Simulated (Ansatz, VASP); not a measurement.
**Two plane-wave programs on BN**

POSCAR

```
BN
1.0
    0.0000000000      1.7458259350      1.7458259350
    1.7458259350      0.0000000000      1.7458259350
    1.7458259350      1.7458259350      0.0000000000
B N
1 1
Direct
    0.0000000000      0.0000000000      0.0000000000
    0.5000000000      0.5000000000      0.5000000000
```

INCAR.step1

```
ALGO = Normal ; EDIFF = 1E-5
ENCUT = 520 ; GGA = PE
ISIF = 2 ; ISMEAR = 0
LASPH = T ; LREAL = F
LWAVE = T ; NBANDS = 11
NELM = 80 ; PREC = Accurate
SIGMA = 0.01
```

File INCAR.step2:

```
AEXX = 1.0 ; AGGAC = 1.0
ALDAC = 1.0 ; ALGO = Normal
EDIFF = 1E-7 ; ENCUT = 520
GGA = PE ; HFSCREEN = 0.5
ISIF = 2 ; ISMEAR = 0
ISTART = 1 ; LASPH = T
LCHARG = T ; LELF = T
LHFCALC = T ; LREAL = F
LVHAR = T ; LWAVE = F
NBANDS = 11 ; NELM = 80
PREC = Accurate ; PRECFOCK = Normal
SIGMA = 0.01
```

File KPOINTS:

```
k-points
0
Gamma
  6 6 6
```

Input for Ansatz:

```yaml
crystal:
  lattice:
    - [0.0, 1.745825935, 1.745825935]
    - [1.745825935, 0.0, 1.745825935]
    - [1.745825935, 1.745825935, 0.0]
  atoms:
    - { symbol: B, position: [0.0, 0.0, 0.0] }
    - { symbol: "N", position: [0.5, 0.5, 0.5] }
kpoints:
  mp_grid: { grid: [6, 6, 6] }
hamiltonian:
  xc: { exchange: pbe, correlation: pbe, exx: { coeff: 1.0, omega: 0.5 } }
scf:
  occupations: { method: fixed }
  n_extra_bands: 4
output:
  forces: true
  stress: true
  eigenvalues: true
```

Alike in both runs: task single point; functional PBE-based screened hybrid; k mesh 6 × 6 × 6; no spin polarisation.

```csv
,VASP,Ansatz
version,VASP 6.6.1,Ansatz 0.2.0
potentials or method,"VASP PAW PBE potentials, release 64 (B, N)",plane waves
plane-wave cutoff (eV),520,420
occupations,"gaussian, width 0.01 eV",fixed
valence electrons in the cell,8,8
```

VASP gave:

```
gap on the k mesh at the Fermi level (eV) : 3.19
```

Problem. Which values does Ansatz return?

Solution. gap on the k mesh at the Fermi level (eV): 3.23.

VASP's potentials were made for PBE, not for PBE-based screened hybrid. Ansatz's warnings: stress exchange threshold loose, stress scf threshold loose.

The k mesh is coarse, so the values compare programs but aren't converged.
